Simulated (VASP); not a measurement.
Wanted: the native input for a VASP 6.6.1 run.

```yaml
Task: single point
Functional: PBE
Potentials_or_basis: VASP PAW PBE potentials, release 64 (C, O)
Cutoff: 520 eV
k_mesh: 4 × 4 × 4
Occupations: gaussian, width 0.05 eV
Spin: no spin polarisation
Dipole_correction: no
Further_INCAR_settings: ALGO = Normal; EDIFF = 1e-07; NBANDS = 44
```

The structure of CO2 lies in POSCAR:

```
CO2
1.0
    6.0577362522      0.0000000000     -0.6814953284
    0.0000000000      6.0577362522      0.0000000000
   -0.6814953284      0.0000000000      6.1788909772
C O
4 8
Direct
    0.0000000000      0.0000000000      0.0000000000
    0.5000000000      0.0000000000      0.5000000000
    0.5000000000      0.5000000000      0.0000000000
    0.0000000000      0.5000000000      0.5000000000
    0.1114834447      0.1114834447      0.1114834447
    0.3885165553      0.8885165553      0.6114834447
    0.6114834447      0.3885165553      0.8885165553
    0.8885165553      0.6114834447      0.3885165553
    0.8885165553      0.8885165553      0.8885165553
    0.6114834447      0.1114834447      0.3885165553
    0.3885165553      0.6114834447      0.1114834447
    0.1114834447      0.3885165553      0.6114834447
```

This cell differs from its parent crystal: engineering shear strain xz -0.2250, normal strain along z +0.0200.

These files were run (other wordings do the same):

INCAR

```
SYSTEM = CO2
ALGO = Normal
EDIFF = 1E-7
ENCUT = 520
GGA = PE
ISIF = 2
ISMEAR = 0
LASPH = .True.
LCHARG = .False.
LREAL = .False.
LWAVE = .False.
NBANDS = 44
NELM = 100
PREC = Accurate
SIGMA = 0.05
```

KPOINTS

```
k-points
0
Gamma
  4 4 4
  0 0 0
```

Potentials or basis: VASP PAW PBE potentials, release 64 (C, O).

Launch:

```sh
$ cat potpaw_PBE.64/C/POTCAR potpaw_PBE.64/O/POTCAR > POTCAR
$ mpirun -np 1 vasp_std > vasp.out
```

It gave:

```json
{
 "Pressure": "3.8 GPa",
 "Largest force": "11.631 eV/Å",
 "Band gap on the k mesh": "6.24 eV"
}
```

Caveat: the cell differs from its parent crystal (engineering shear strain xz -0.2250, normal strain along z +0.0200); the cell stands under pressure; this functional lacks dispersion, which holds the molecules together, so the pressure and a relaxed volume are unreliable; forces of over 1 eV/Å act on the atoms, so gaps and moduli don't describe the material at rest.

Run time: 2.9 min on 1 thread of AMD EPYC 9R45 96-Core Processor (Zen 5) (shared host), peak memory 0.4 GiB.
